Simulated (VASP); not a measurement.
Ge, 2 atoms in the cell. Symmetry: P6_3/mmc, No. 194, hexagonal system. The conventional cell has a = 3.008 Å, b = 3.008 Å, c = 4.911 Å, α = 90.00°, β = 90.00°, γ = 120.00°. Ge (site symmetry -6m2) has 12 Ge at 3.01 Å within 4.0 Å. 

| Item | Value |
| --- | --- |
| Program | VASP 6.6.1 |
| Task | relaxation of cell and atoms |
| Functional | revPBE |
| Potentials or basis | VASP PAW PBE potentials, release 64 (Ge_d) |
| Cutoff | 600 eV |
| k mesh | 12 × 12 × 7 |
| Occupations | fermi-dirac, width 0.1 eV |
| Spin | no spin polarisation |
| Dipole correction | no |
| Further INCAR settings | ALGO = Normal; EDIFF = 1e-07; IBRION = 2; EDIFFG = -0.01; NSW = 80; ISIF = 3 |

Potentials or basis: VASP PAW PBE potentials, release 64 (Ge_d).

The run is started by

```bash
$ cat potpaw_PBE.64/Ge_d/POTCAR > POTCAR
$ mpirun -np 1 vasp_std > vasp.out
```

Hardware: 1 thread of Intel(R) Xeon(R) 6975P-C (Granite Rapids) (shared host).

Question: Estimate the wall time of this run.

Answer: Run time: 82 s on 1 thread of Intel(R) Xeon(R) 6975P-C (Granite Rapids), with other jobs on the host, peak memory 0.19 GiB. Counts: scf iterations 61, k points 76, ion steps 7.
